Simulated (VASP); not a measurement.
# Si2Ni (Fm-3m) in VASP: single point with PBE

Aim: the single point of Si2Ni with PBE.

Everything below comes from runs of VASP 6.6.1. Logs are shortened: lines on timing, memory, paths and dates and some standing lists are left out, and cuts for length are marked.

## Step 1: The cell of the first run

Symmetry: Fm-3m, No. 225, cubic system. Conventional cell: a = 5.406 Å, b = 5.406 Å, c = 5.406 Å, α = 90.00°, β = 90.00°, γ = 90.00°. Si (site symmetry -43m) has 4 Ni at 2.34 Å and 6 Si at 2.70 Å within 3.1 Å. Within 3.1 Å of Ni (site symmetry m-3m) lie 8 Si at 2.34 Å.

## Step 2: Single point, PBE, collinear spin, ferromagnetic start

File INCAR:

```
SYSTEM = Si2Ni
PREC = Accurate ; ENCUT = 600
EDIFF = 1E-6 ; ISMEAR = -1
SIGMA = 0.05 ; LREAL = .FALSE.
LASPH = .TRUE. ; NELM = 200
ALGO = Normal ; ISIF = 2
LWAVE = .FALSE. ; LCHARG = .TRUE.
ISPIN = 2 ; MAGMOM = 0 0 1.5
LORBIT = 11 ; LMAXMIX = 4
GGA = PE ; LELF = .TRUE.
LVHAR = .TRUE. ; NBANDS = 20
GGA_COMPAT = .FALSE.
```

File KPOINTS:

```
Automatic mesh
0
G
  9 9 9
  0 0 0
```

File POSCAR:

```
Si2Ni
1.0
    0.0000000000      2.7030000000      2.7030000000
    2.7030000000      0.0000000000      2.7030000000
    2.7030000000      2.7030000000      0.0000000000
Si Ni
2 1
Direct
    0.2500000000      0.2500000000      0.2500000000
    0.7500000000      0.7500000000      0.7500000000
    0.0000000000      0.0000000000      0.0000000000
```

Potentials or basis: VASP PAW PBE potentials, release 64 (Si, Ni).

The run is started by

```console
cat potpaw_PBE.64/Si/POTCAR potpaw_PBE.64/Ni/POTCAR > POTCAR
mpirun -np 1 vasp_std > vasp.out
```

OUTCAR:

```text
SYSTEM = Si2Ni
   PREC = Accurate
   ENCUT = 600
   EDIFF = 1E-6
   ISMEAR = -1
   LREAL = .FALSE.
   LASPH = .TRUE.
   NELM = 200
   ISIF = 2
   ISPIN = 2
   LORBIT = 11
   GGA = PE

 ion  position               nearest neighbor table
   1  0.250  0.250  0.250-   3 2.34   3 2.34   3 2.34   3 2.34   2 2.70   2 2.70   2 2.70   2 2.70
                             2 2.70   2 2.70
   2  0.750  0.750  0.750-   3 2.34   3 2.34   3 2.34   3 2.34   1 2.70   1 2.70   1 2.70   1 2.70
                             1 2.70   1 2.70
   3  0.000  0.000  0.000-   2 2.34   1 2.34   2 2.34   1 2.34   2 2.34   2 2.34   1 2.34   1 2.34

  LATTYP: Found a face centered cubic cell.
 ALAT       =     5.4060000000

  Lattice vectors:

 A1 = (   0.0000000000,   2.7030000000,   2.7030000000)
 A2 = (   2.7030000000,   0.0000000000,   2.7030000000)
 A3 = (   2.7030000000,   2.7030000000,   0.0000000000)

Analysis of symmetry for initial positions (statically):
=====================================================================
 Subroutine PRICEL returns:
 Original cell was already a primitive cell.

 Routine SETGRP: Setting up the symmetry group for a
 face centered cubic supercell.

 Subroutine GETGRP returns: Found 48 space group operations
 (whereof 48 operations were pure point group operations)
 out of a pool of 48 trial point group operations.

The static configuration has the point symmetry O_h .

Analysis of symmetry for dynamics (positions and initial velocities):
=====================================================================
 Subroutine PRICEL returns:
 Original cell was already a primitive cell.

 Routine SETGRP: Setting up the symmetry group for a
 face centered cubic supercell.

 Subroutine GETGRP returns: Found 48 space group operations
 (whereof 48 operations were pure point group operations)
 out of a pool of 48 trial point group operations.

The dynamic configuration has the point symmetry O_h .

Analysis of structural, dynamic, and magnetic symmetry:
=====================================================================
 Subroutine PRICEL returns:
 Original cell was already a primitive cell.

 Routine SETGRP: Setting up the symmetry group for a
 face centered cubic supercell.

 Subroutine GETGRP returns: Found 48 space group operations
 (whereof 48 operations were pure point group operations)
 out of a pool of 48 trial point group operations.

The overall configuration has the point symmetry O_h .

 Subroutine INISYM returns: Found 48 space group operations
 (whereof 48 operations are pure point group operations),
 and found     1 'primitive' translations

----------------------------------------------------------------------------------------

                                     Primitive cell

  volume of cell :      39.4974

  direct lattice vectors                    reciprocal lattice vectors
     0.000000000  2.703000000  2.703000000    -0.184979652  0.184979652  0.184979652
     2.703000000  0.000000000  2.703000000     0.184979652 -0.184979652  0.184979652
     2.703000000  2.703000000  0.000000000     0.184979652  0.184979652 -0.184979652

  length of vectors
     3.822619259  3.822619259  3.822619259     0.320394156  0.320394156  0.320394156

  position of ions in fractional coordinates (direct lattice)
     0.250000000  0.250000000  0.250000000
     0.750000000  0.750000000  0.750000000
     0.000000000  0.000000000  0.000000000

  ion indices of the primitive-cell ions
   primitive index   ion index
                 1           1
                 2           2
                 3           3

----------------------------------------------------------------------------------------

 KPOINTS: Automatic mesh

Automatic generation of k-mesh.
 Grid dimensions read from file:
 generate k-points for:    9    9    9

 Generating k-lattice:

  Cartesian coordinates                     Fractional coordinates (reciprocal lattice)
    -0.020553295  0.020553295  0.020553295     0.111111111  0.000000000  0.000000000
     0.020553295 -0.020553295  0.020553295     0.000000000  0.111111111  0.000000000
     0.020553295  0.020553295 -0.020553295     0.000000000  0.000000000  0.111111111

  Length of vectors
     0.035599351  0.035599351  0.035599351

  Shift w.r.t. Gamma in fractional coordinates (k-lattice)
     0.000000000  0.000000000  0.000000000

 Subroutine IBZKPT returns following result:
 ===========================================

 Found     35 irreducible k-points:

 Following reciprocal coordinates:
            Coordinates               Weight
  0.000000  0.000000  0.000000      1.000000
  0.111111  0.000000  0.000000      8.000000
  0.222222  0.000000  0.000000      8.000000
  0.333333  0.000000  0.000000      8.000000
  0.444444  0.000000  0.000000      8.000000
  0.111111  0.111111  0.000000      6.000000
[... 16 lines left out ...]
 -0.333333  0.333333  0.000000     12.000000
  0.444444  0.444444  0.000000      6.000000
 [... further k-points ...]
   k-points           NKPTS =     35   k-points in BZ     NKDIM =     35   number of bands    NBANDS=     20
   number of dos      NEDOS =    301   number of ions     NIONS =      3
   total plane-waves  NPLWV =  32768
   dimension x,y,z NGX =    32 NGY =   32 NGZ =   32
   dimension x,y,z NGXF=    64 NGYF=   64 NGZF=   64
   ions per type =               2   1
   NGX,Y,Z   is equivalent  to a cutoff of  13.92, 13.92, 13.92 a.u.
   NGXF,Y,Z  is equivalent  to a cutoff of  27.83, 27.83, 27.83 a.u.
 SYSTEM =  Si2Ni
   PREC   = accura    normal or accurate (medium, high low for compatibility)
   ISTART =      0    job   : 0-new  1-cont  2-samecut
   ICHARG =      2    charge: 1-file 2-atom 10-const
   ISPIN  =      2    spin polarized calculation?
   LNONCOLLINEAR =      F non collinear calculations
   LSORBIT =      F    spin-orbit coupling
   LASPH  =      T    aspherical Exc in radial PAW
   ENCUT  =  600.0 eV  44.10 Ry    6.64 a.u.   7.63  7.63  7.63*2*pi/ulx,y,z
   NELM   =    200;   NELMIN=  2; NELMDL= -5     # of ELM steps
   EDIFF  = 0.1E-05   stopping-criterion for ELM
   LREAL  =      F    real-space projection
   EDIFFG = 0.1E-04   stopping-criterion for IOM
   NSW    =      0    number of steps for IOM
   IBRION =     -1    ionic relax: 0-MD 1-quasi-New 2-CG
   NFREE  =      0    steps in history (QN), initial steepest desc. (CG)
   ISIF   =      2    stress and relaxation
   ISYM   =      2    0-nonsym 1-usesym 2-fastsym
   POTIM  = 0.5000    time-step for ionic-motion
   TEBEG  =    0.0;   TEEND  =   0.0 temperature during run
   PSTRESS=    0.0 pullay stress
   NELECT =      18.0000    total number of electrons
   NUPDOWN=      -1.0000    fix difference up-down
   EMIN   =  10.00;   EMAX   =-10.00  energy-range for DOS
   EFERMI =   0.00;   METHOD = LEGACY
   ISMEAR =    -1;   SIGMA  =   0.05  broadening in eV -4-tet -1-fermi 0-gaus
   EFERMI_NEDOS =   21; number of points for ismear=-14 and -15
   IALGO  =     38    algorithm
   IMIX   =      4    mixing-type and parameters
     AMIX     =   0.40;   BMIX     =  1.00
     AMIX_MAG =   1.60;   BMIX_MAG =  1.00
  volume/ion in A,a.u.               =      13.17        88.85
  Fermi-wavevector in a.u.,A,eV,Ry     =   1.259823  2.380721 21.594550  1.587155
  Thomas-Fermi vector in A             =   2.393364
   LORBIT       =     11    0 simple, 1 ext, 2 COOP (PROOUT), +10 PAW based schemes
   GGA     = PE    functional components
   LHFCALC =     F    Hartree Fock is set to
   AEXX    =    0.0000 exact exchange contribution
   IVDW    =     0    specifies the selected vdW correction
   LEPSILON=     F    determine dielectric tensor
   LRPA    =     F    only Hartree local field effects (RPA)
 spin polarized calculation
  energy-cutoff  :      600.00
  volume of cell :       39.50
 maximum number of plane-waves:      1363
   NGX = 15   NGY = 15   NGZ = 15

 number of electron      18.0000004 magnetization       0.0002174

 number of electron      18.0000004 magnetization      -0.0001061

 Free energy of the ion-electron system (eV)
  ---------------------------------------------------
  ext. energy  EPLUGINS =         0.00000000
  ---------------------------------------------------
  free energy    TOTEN  =       -17.36410282 eV

  energy without entropy =      -17.35657612  energy(sigma->0) =      -17.36033947

 E-fermi :  10.4731     XC(G=0): -11.5864

 val. band max:       10.4116169104   @ k =   0.3333   0.2222   0.0000
 cond. band min:      10.5309290523   @ k =   0.1111   0.1111   0.0000
 fundamental gap:      0.1193121418
 Fermi energy:        10.4731463147

 spin component 1

 k-point     1 :       0.0000    0.0000    0.0000
  band No.  band energies     occupation
      1      -3.3984      1.00000
      2       5.2535      1.00000
      3       5.2535      1.00000
      4       5.2535      1.00000
      5       6.9460      1.00000
      6       6.9460      1.00000
[... 12 lines left out ...]
     19      19.6250      0.00000
     20      23.3450      0.00000

 k-point     2 :       0.1111    0.0000    0.0000
  band No.  band energies     occupation
      1      -3.2155      1.00000
      2       4.8836      1.00000
      3       5.3111      1.00000
      4       5.3111      1.00000
      5       6.9134      1.00000
      6       6.9134      1.00000
[... 12 lines left out ...]
     19      20.4462      0.00000
     20      23.9444      0.00000
[... 465 lines left out ...]
      3       3.4483      1.00000
      4       5.6893      1.00000
      5       6.1299      1.00000
      6       6.5173      1.00000
[... 12 lines left out ...]
     19      25.3220      0.00000
     20      26.1481      0.00000

 k-point    24 :       0.4444    0.4444    0.0000
  band No.  band energies     occupation
      1       0.1828      1.00000
      2       2.9020      1.00000
      3       3.1927      1.00000
      4       5.8525      1.00000
      5       5.8525      1.00000
      6       6.9970      1.00000
[... 12 lines left out ...]
     19      24.2222      0.00000
     20      24.2222      0.00000

 [... further k-points ...]

 spin component 2

 k-point     1 :       0.0000    0.0000    0.0000
  band No.  band energies     occupation
      1      -3.3985      1.00000
      2       5.2534      1.00000
      3       5.2534      1.00000
      4       5.2534      1.00000
      5       6.9461      1.00000
      6       6.9461      1.00000
[... 12 lines left out ...]
     19      19.6250      0.00000
     20      23.3449      0.00000

 k-point     2 :       0.1111    0.0000    0.0000
  band No.  band energies     occupation
      1      -3.2156      1.00000
      2       4.8836      1.00000
      3       5.3110      1.00000
      4       5.3110      1.00000
      5       6.9135      1.00000
      6       6.9136      1.00000
[... 12 lines left out ...]
     19      20.4461      0.00000
     20      23.9444      0.00000
[... 465 lines left out ...]
      3       3.4483      1.00000
      4       5.6893      1.00000
      5       6.1299      1.00000
      6       6.5173      1.00000
[... 12 lines left out ...]
     19      25.3219      0.00000
     20      26.1493      0.00000

 k-point    24 :       0.4444    0.4444    0.0000
  band No.  band energies     occupation
      1       0.1828      1.00000
      2       2.9019      1.00000
      3       3.1926      1.00000
      4       5.8524      1.00000
      5       5.8524      1.00000
      6       6.9970      1.00000
[... 12 lines left out ...]
     19      24.2221      0.00000
     20      24.2221      0.00000

 [... further k-points ...]

------------------------ aborting loop because EDIFF is reached ----------------------------------------

  FORCE on cell =-STRESS in cart. coord.  units (eV):
  Direction    XX          YY          ZZ          XY          YZ          ZX
  --------------------------------------------------------------------------------------
  -------------------------------------------------------------------------------------
  Total        0.9090845      0.9090845      0.9090845      0.0000000      0.0000000     -0.0000000
  in kB       36.8762471     36.8762471     36.8762471      0.0000000      0.0000000     -0.0000000
  external PRESSURE =      36.8762471 kB  Pullay stress =       0.0000000 kB

 VOLUME and BASIS-vectors are now :
 -----------------------------------------------------------------------------
  energy-cutoff  :      600.00
  volume of cell :       39.50
      direct lattice vectors                 reciprocal lattice vectors
     0.000000000  2.703000000  2.703000000    -0.184979652  0.184979652  0.184979652
     2.703000000  0.000000000  2.703000000     0.184979652 -0.184979652  0.184979652
     2.703000000  2.703000000  0.000000000     0.184979652  0.184979652 -0.184979652

 POSITION                                       TOTAL-FORCE (eV/Angst)
 -----------------------------------------------------------------------------------
      1.35150      1.35150      1.35150        -0.000000     -0.000000     -0.000000
      4.05450      4.05450      4.05450         0.000000      0.000000      0.000000
      0.00000      0.00000      0.00000         0.000000      0.000000      0.000000
 -----------------------------------------------------------------------------------
    total drift:                                0.000000     -0.000000      0.000000

  FREE ENERGIE OF THE ION-ELECTRON SYSTEM (eV)
  ---------------------------------------------------
  free  energy   TOTEN  =       -17.3641028179 eV

  energy  without entropy=      -17.3565761220  energy(sigma->0) =      -17.36033947

 total charge

# of ion       s       p       d       tot
------------------------------------------
    1        0.745   0.842   0.000   1.588
    2        0.745   0.842   0.000   1.588
    3        0.560   0.796   8.451   9.807
--------------------------------------------------
tot          2.051   2.481   8.451  12.983

 magnetization (x)

# of ion       s       p       d       tot
------------------------------------------
    1       -0.000  -0.000   0.000  -0.000
    2       -0.000  -0.000   0.000  -0.000
    3       -0.000  -0.000   0.000   0.000
--------------------------------------------------
tot         -0.000  -0.000   0.000   0.000
```

Run time: 65 s. Hardware: 1 thread of Intel Xeon 8259CL, shared host; peak memory 0.23 GiB.

Results:

```
Free energy                                           : -17.3641 eV
Pressure                                              : 3.7 GPa
Band gap on the k mesh                                : zero (filled and empty bands overlap)
Net moment                                            : 0.00 μB per cell
Valence electrons inside the program's atomic spheres : Si 1.59; Ni 9.81
```

Caveat: the cell stands under pressure; the moments typed at the start vanished in this run.

The gap in the log of VASP goes by the Fermi energy; the results here count the filled bands.